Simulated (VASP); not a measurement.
Write the native input for VASP 6.6.1 that does the following.

```yaml
Task: relaxation of cell and atoms
Functional: LDA
Potentials_or_basis: VASP PAW LDA potentials, release 64 (Ir)
Cutoff: 600 eV
k_mesh: 12 × 12 × 12
Occupations: fermi-dirac, width 0.05 eV
Spin: no spin polarisation
Dipole_correction: no
Further_INCAR_settings: ALGO = Normal; EDIFF = 1e-07; IBRION = 2; EDIFFG = -0.01; NSW = 80; ISIF = 3
```

The structure of Ir lies in POSCAR:

```
Ir
1.0
    0.0000000000      1.9156000000      1.9156000000
    1.9156000000      0.0000000000      1.9156000000
    1.9156000000      1.9156000000      0.0000000000
Ir
1
Direct
    0.0000000000      0.0000000000      0.0000000000
```

One way to write it, as run:

INCAR

```
SYSTEM = Ir
PREC = Accurate ; ENCUT = 600
EDIFF = 1E-7 ; ISMEAR = -1
SIGMA = 0.05 ; LREAL = .FALSE.
LASPH = .TRUE. ; NELM = 60
ALGO = Normal ; ISIF = 3
LWAVE = .FALSE. ; LCHARG = .FALSE.
IBRION = 2 ; NSW = 80
EDIFFG = -0.01
```

KPOINTS

```
regular mesh
0
G
  12 12 12
  0 0 0
```

Potentials or basis: VASP PAW LDA potentials, release 64 (Ir).

The run is started by

```sh
$ cat potpaw_LDA.64/Ir/POTCAR > POTCAR
$ mpirun -np 1 vasp_std > vasp.out
```

It gave:

```yaml
Relaxed_volume: 13.92 Å³/atom
Relaxed_cell: a = 2.700 Å, b = 2.700 Å, c = 2.700 Å, α = 60.00°, β = 60.00°, γ = 60.00°
Space_group_after_relaxing_to_0.05_Å: Fm-3m (No. 225)
Energy_gained_by_relaxing: 1.8 meV/atom
Ionic_steps: 3
Pressure_after_relaxing: -0.1 GPa
```

Wall time 17 s on 1 thread of Intel Xeon 6975P-C, on a shared host, peak memory 0.16 GiB.
